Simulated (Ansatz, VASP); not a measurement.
## Tc: VASP beside Ansatz

File INCAR:

```
SYSTEM = Tc
PREC = Accurate
ENCUT = 520
EDIFF = 1E-6
ISMEAR = -1
SIGMA = 0.08
LREAL = .FALSE.
LASPH = .TRUE.
NELM = 80
ALGO = Normal
ISIF = 2
LWAVE = .FALSE.
LCHARG = .FALSE.
GGA = PE
NBANDS = 20
```

File KPOINTS:

```
Automatic mesh
0
G
  17 17 9
  0 0 0
```

Contents of POSCAR:

```
Tc
1.0
    2.7196785043      0.0000000000      0.0000000000
   -1.3598392522      2.3553106749      0.0000000000
    0.0000000000      0.0000000000      4.4639700000
Tc
2
Direct
    0.3333333333      0.6666666667      0.2500000000
    0.6666666667      0.3333333333      0.7500000000
```

Input for Ansatz:

```yaml
crystal:
  lattice:
    - [2.7196785043, 0.0, 0.0]
    - [-1.3598392522, 2.3553106749, 0.0]
    - [0.0, 0.0, 4.46397]
  atoms:
    - { symbol: Tc, position: [0.3333333333, 0.6666666667, 0.25] }
    - { symbol: Tc, position: [0.6666666667, 0.3333333333, 0.75] }
kpoints:
  mp_grid: { grid: [17, 17, 9] }
scf:
  occupations: { method: fermi_dirac, width: 0.08 }
hamiltonian:
  xc: pbe
  pseudopotentials: { kind: all_electron, lapw: { basis_error: 0.001 } }
output:
  forces: true
  stress: true
  eigenvalues: true
```

Change from the starting cell: z stretched by +1.5 % at fixed volume.

Alike in both runs: task single point; functional PBE; k mesh 17 × 17 × 9; occupations fermi-dirac, width 0.08 eV; no spin polarisation.

```csv
,VASP,Ansatz
version,VASP 6.6.1,Ansatz 0.2.0
potentials or method,"VASP PAW PBE potentials, release 64 (Tc_pv), cutoff 520 eV","all-electron LAPW, scalar-relativistic"
```

Ansatz gave:

```
pressure (GPa)                                                : 3.2
traceless stress, the component that is largest in VASP (GPa) : -6.13
```

Problem. Estimate VASP's values.

Solution. Pressure (GPa): 2.6; traceless stress, the component that is largest in VASP (GPa): -6.10.

Ansatz ran all-electron here, and VASP with PAW potentials.
